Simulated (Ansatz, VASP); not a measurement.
## MoS2: VASP beside Ansatz

The input INCAR:

```
PREC = Accurate
ENCUT = 520
EDIFF = 1E-8
ISMEAR = -1
SIGMA = 0.05
LREAL = False
LASPH = True
NELM = 100
ALGO = Normal
ISIF = 2
LWAVE = False
LCHARG = False
GGA = PS
LEFG = True
NBANDS = 20
```

KPOINTS

```
regular mesh
0
Gamma
  13 13 13
```

File POSCAR:

```
MoS2
1.0
    1.5815003568      0.9130796567      6.1233300000
   -1.5815003568      0.9130796567      6.1233300000
    0.0000000000     -1.8261593134      6.1233300000
Mo S
1 2
Direct
    0.0000000000      0.0000000000      0.0000000000
    0.7484000000      0.7484000000      0.7484000000
    0.5849000000      0.5849000000      0.5849000000
```

Input for Ansatz:

```yaml
crystal:
  lattice:
    - [1.5815003568, 0.9130796567, 6.12333]
    - [-1.5815003568, 0.9130796567, 6.12333]
    - [0.0, -1.8261593134, 6.12333]
  atoms:
    - { symbol: Mo, position: [0.0, 0.0, 0.0] }
    - { symbol: S, position: [0.7484, 0.7484, 0.7484] }
    - { symbol: S, position: [0.5849, 0.5849, 0.5849] }
kpoints:
  mp_grid: { grid: [13, 13, 13] }
  band_path:
    path:
      - [0.0, 0.0, 0.0]
      - [0.5, 0.5, 0.5]
      - [0.8185098338, 0.1814901662, 0.5]
      - [0.5, -0.1814901662, 0.1814901662]
      - [0.5, 0.0, 0.0]
      - [0.0, 0.0, 0.0]
      - [0.3407450831, -0.3407450831, 0.0]
      - [0.6592549169, 0.0, 0.3407450831]
      - [0.5, 0.0, 0.5]
    npoints: 14
scf:
  occupations: { method: fermi_dirac, width: 0.05 }
hamiltonian:
  xc: pbesol
  pseudopotentials: { kind: paw }
output:
  forces: true
  stress: true
  eigenvalues: true
  efg: { contact_densities: true }
  populations: true
  bader: true
  dos: { projected: true, de: 0.2, e_range: [-14, 8] }
  write_density: true
  write_potential: true
  elf: true
  volumetric_format: npy
```

Alike in both runs: task electric field gradients; functional PBEsol; k mesh 13 × 13 × 13; occupations fermi-dirac, width 0.05 eV; no spin polarisation.

|  | VASP | Ansatz |
| --- | --- | --- |
| version | VASP 6.6.1 | Ansatz 0.2.0 |
| potentials or method | VASP PAW PBE potentials, release 64 (Mo_sv, S) | PAW with Ansatz's default frozen-core files, scalar-relativistic |
| plane-wave cutoff (eV) | 520 | 420 |
| valence electrons in the cell | 26 | 26 |

|  | VASP | Ansatz | Ansatz less VASP |
| --- | --- | --- | --- |
| pressure (GPa) | 4.2 | 4.2 | +0.03 |
| traceless stress, the component that is largest in VASP (GPa) | 5.09 | 5.11 | +0.021 |
| rms of the force components (eV/Å) | 0.476 | 0.477 | +0.0008 |
| size of Vzz on the site where it differs most (V/Å²) | 93.6 | 90.6 | -2.94 |

VASP's potentials were made for PBE, not for PBEsol. Atom by atom the forces differ by 0.001 eV/Å (rms over components).
